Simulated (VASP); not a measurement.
Set up this calculation in VASP 6.6.1, as the native input.

| Property | Result |
| --- | --- |
| Task | single point |
| Functional | PBEsol |
| Potentials or basis | VASP PAW PBE potentials, release 64 (Ge_d, Si) |
| Cutoff | 550 eV |
| k mesh | 1 × 1 × 1, shifted |
| Occupations | fermi-dirac, width 0.05 eV |
| Spin | no spin polarisation |
| Dipole correction | no |
| Further INCAR settings | LREAL = Auto; ALGO = Normal; EDIFF = 1e-06; NBANDS = 526; ISYM = -1 |

The structure of Si11Ge5 lies in POSCAR:

```
Si11Ge5
1.0
    0.0000000000     11.0000723918     11.0000723918
   11.0000723918      0.0000000000     11.0000723918
   11.0000723918     11.0000723918      0.0000000000
Ge Si
40 88
Direct
    0.0027770000      0.9999000000      0.9991530000
    0.9994880000      0.4982260000      0.0029930000
    0.0001840000      0.0013410000      0.4998000000
    0.2519240000      0.7479570000      0.2520660000
    0.7486070000      0.2491020000      0.7526140000
    0.7466210000      0.7515220000      0.7499320000
    0.5600500000      0.0641310000      0.0603890000
    0.0639590000      0.5616770000      0.5613640000
    0.8109960000      0.8169200000      0.8111550000
    0.0019670000      0.0019050000      0.2483730000
    0.4986650000      0.9997980000      0.2527410000
    0.7491180000      0.7495980000      0.0029140000
    0.4996880000      0.5001320000      0.7498240000
    0.3101940000      0.8153260000      0.0599880000
    0.5600870000      0.5618820000      0.3133950000
    0.8134780000      0.3124970000      0.5597980000
    0.0655220000      0.5596150000      0.8110150000
    0.8127750000      0.8147350000      0.5591360000
    0.5020980000      0.7494020000      0.9986370000
    0.2506880000      0.0008300000      0.7487670000
    0.7524090000      0.4982530000      0.2506200000
    0.4986780000      0.7492270000      0.4992700000
    0.7484860000      0.4984710000      0.7510100000
    0.8098320000      0.0645990000      0.3128620000
    0.5615480000      0.3119920000      0.5636480000
    0.5623970000      0.8141370000      0.5634620000
    0.8133610000      0.5605500000      0.8156400000
    0.7519920000      0.9978740000      0.9976190000
    0.2484750000      0.4991950000      0.9992290000
    0.4990550000      0.2499340000      0.2480890000
    0.4982150000      0.7539350000      0.2494040000
    0.0021510000      0.7511240000      0.7464410000
    0.8107780000      0.0646900000      0.0641690000
    0.0628560000      0.3127120000      0.3114590000
    0.3136740000      0.5625280000      0.0639120000
    0.5628660000      0.3133330000      0.3133650000
    0.0608910000      0.8103720000      0.3133150000
    0.0636270000      0.3105260000      0.8124170000
    0.8133140000      0.5627850000      0.5590090000
    0.0639680000      0.8139720000      0.8137030000
    0.4975930000      0.0004770000      0.9976580000
    0.2515390000      0.2492590000      0.2492680000
    0.5020900000      0.4995940000      0.9995710000
    0.4991610000      0.0030070000      0.4997930000
    0.7507520000      0.2523580000      0.2483130000
    0.0020310000      0.4981750000      0.4974260000
    0.2527570000      0.2500620000      0.7488030000
    0.4979350000      0.5006730000      0.5016840000
    0.7504110000      0.7499390000      0.2504320000
    0.2521940000      0.7498910000      0.7485780000
    0.0648100000      0.0656000000      0.0599860000
    0.0603210000      0.5640680000      0.0652500000
    0.0639390000      0.0638540000      0.5633080000
    0.3097470000      0.3130620000      0.3135050000
    0.5635500000      0.5602400000      0.0631150000
    0.5611000000      0.0632740000      0.5637240000
    0.8148670000      0.3093070000      0.3124470000
    0.3102740000      0.8159790000      0.3146910000
    0.3130630000      0.3121940000      0.8131180000
    0.5634620000      0.5609770000      0.5607930000
    0.8126670000      0.8125590000      0.3113040000
    0.8139100000      0.3106250000      0.8144600000
    0.3127360000      0.8110280000      0.8125700000
    0.2501540000      0.2491310000      0.0000820000
    0.7492990000      0.2529770000      0.9998840000
    0.9993100000      0.5019250000      0.2505020000
    0.2481000000      0.7505940000      0.9983040000
    0.9999280000      0.0025060000      0.7484060000
    0.2494710000      0.2503160000      0.4998860000
    0.4980290000      0.5004840000      0.2484210000
    0.4994120000      0.0010420000      0.7495940000
    0.7506120000      0.2481830000      0.4979640000
    0.0010130000      0.4982500000      0.7495250000
    0.2500500000      0.7497420000      0.5001960000
    0.7510300000      0.7512690000      0.4962640000
    0.0647830000      0.0643960000      0.3113050000
    0.3128170000      0.3102540000      0.0630300000
    0.5632090000      0.0617050000      0.3145960000
    0.8128880000      0.3124630000      0.0632550000
    0.0628630000      0.5621410000      0.3123260000
    0.0614400000      0.0642850000      0.8101820000
    0.3126980000      0.3118050000      0.5625870000
    0.8146640000      0.8100210000      0.0654450000
    0.5615220000      0.0632450000      0.8121400000
    0.3097810000      0.8138660000      0.5626420000
    0.5604700000      0.5640590000      0.8145930000
    0.9991130000      0.2503600000      0.0013230000
    0.2499610000      0.0017250000      0.2492380000
    0.4983530000      0.2526650000      0.9990220000
    0.7480760000      0.9981550000      0.2522010000
    0.9995070000      0.7492100000      0.0026820000
    0.0023510000      0.2492100000      0.5003960000
    0.2485920000      0.4992510000      0.2526910000
    0.4979030000      0.2484700000      0.5018270000
    0.7474520000      0.0047840000      0.7482470000
    0.0007790000      0.7504190000      0.5005860000
    0.2535910000      0.4983660000      0.7478940000
    0.0638100000      0.3094220000      0.0637190000
    0.3099720000      0.0631820000      0.3139870000
    0.5633180000      0.3140360000      0.0589560000
    0.0629560000      0.8105050000      0.0632960000
    0.0632000000      0.3123700000      0.5621070000
    0.3133730000      0.5592660000      0.3140230000
    0.5608860000      0.8158290000      0.0617020000
    0.3139020000      0.0646300000      0.8123430000
    0.8136590000      0.5645510000      0.3121920000
    0.8146010000      0.0611920000      0.8095050000
    0.0649500000      0.8125350000      0.5588990000
    0.3110340000      0.5640990000      0.8098820000
    0.2496840000      0.0044710000      0.9980500000
    0.0002000000      0.2485050000      0.2489820000
    0.2494030000      0.0004870000      0.5000910000
    0.7491490000      0.4975680000      0.0038200000
    0.7470160000      0.0031760000      0.5012950000
    0.9987450000      0.7481310000      0.2491320000
    0.9993490000      0.2494660000      0.7483720000
    0.2535860000      0.4979400000      0.4997660000
    0.4986570000      0.2487130000      0.7528260000
    0.7487740000      0.5010920000      0.4966440000
    0.4984190000      0.7496820000      0.7525840000
    0.3122950000      0.0630090000      0.0623730000
    0.3134270000      0.0641600000      0.5593200000
    0.8112320000      0.5608770000      0.0628110000
    0.8105610000      0.0635220000      0.5626870000
    0.3128150000      0.5628560000      0.5621410000
    0.5652050000      0.8120810000      0.3117630000
    0.5599260000      0.3113920000      0.8143390000
    0.5593440000      0.8152160000      0.8109850000
```

These files were run (other wordings do the same):

INCAR

```
SYSTEM = Si11Ge5
PREC = Accurate
ENCUT = 550
EDIFF = 1E-6
ISMEAR = -1
SIGMA = 0.05
LREAL = Auto
LASPH = .True.
NELM = 120
ALGO = Normal
ISIF = 2
LWAVE = .False.
LCHARG = .False.
GGA = PS
NBANDS = 526
GGA_COMPAT = .False.
ISYM = -1
KPAR = 1
```

KPOINTS

```
explicit points
1
Reciprocal
  0.50000000   0.50000000   0.50000000 1
```

Potentials or basis: VASP PAW PBE potentials, release 64 (Ge_d, Si).

The run is started by

```bash
$ cat potpaw_PBE.64/Ge_d/POTCAR potpaw_PBE.64/Si/POTCAR > POTCAR
$ mpirun -np 4 vasp_std > vasp.out
```

It gave:

```yaml
Pressure: 0.0 GPa
Largest_force: 0.030 eV/Å
Band_gap_on_the_k_mesh: 0.91 eV
```

Caveat: the PAW data sets were made with another functional, which shifts forces and pressure a little; a shifted mesh leaves out Γ, where band edges can lie.

Run time: 21 min on 4 MPI ranks on Intel(R) Xeon(R) Platinum 8375C CPU @ 2.90GHz (Ice Lake), on a shared host, peak memory 1.2 GiB a rank.
